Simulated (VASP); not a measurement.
Input of a VASP 6.6.1 run:

Contents of INCAR:

```
SYSTEM = Mg3BiSb
ALGO = Normal ; EDIFF = 1E-7
ENCUT = 520 ; GGA = PS
ISIF = 2 ; ISMEAR = 1
LASPH = .TRUE. ; LCHARG = .FALSE.
LREAL = .FALSE. ; LWAVE = .FALSE.
NBANDS = 21 ; NELM = 60
PREC = Accurate ; SIGMA = 0.15
```

KPOINTS

```
k-points
0
G
  6 6 3
  0 0 0
```

POSCAR

```
Mg3BiSb
1.0
    4.5033707562      0.0000000000      0.0000000000
   -2.2516853781      3.9000364398      0.0000000000
    0.0000000000      0.0000000000      7.1063301371
Mg Sb Bi
3 1 1
Direct
    0.0000000000      0.0000000000      0.0044900000
    0.3333333333      0.6666666667      0.3649400000
    0.6666666667      0.3333333333      0.6258600000
    0.6666666667      0.3333333333      0.2250700000
    0.3333333333      0.6666666667      0.7796500000
```

Potentials or basis: VASP PAW PBE potentials, release 64 (Mg, Sb, Bi_d).

Run with:

```console
$ cat potpaw_PBE.64/Mg/POTCAR potpaw_PBE.64/Sb/POTCAR potpaw_PBE.64/Bi_d/POTCAR > POTCAR
$ mpirun -np 1 vasp_std > vasp.out
```

Q: Predict the largest force.

A: 0.233 eV/Å.

Q: Predict the pressure.

A: 3.4 GPa.

Q: Estimate the band gap on the k mesh.

A: 0.10 eV, indirect (least direct gap 0.71 eV).

Forces in eV/Å, atoms in the order of the input:
```
Mg   0.000  0.000  0.012
Mg   0.000  0.000  0.029
Mg   0.000  0.000  0.030
Sb   0.000  0.000 -0.233
Bi   0.000  0.000  0.162
```

Caveat: the PAW data sets were made with another functional, which shifts forces and pressure a little; spin-orbit coupling is left out, which moves the levels of the heavy elements. A k mesh can miss the band edges.
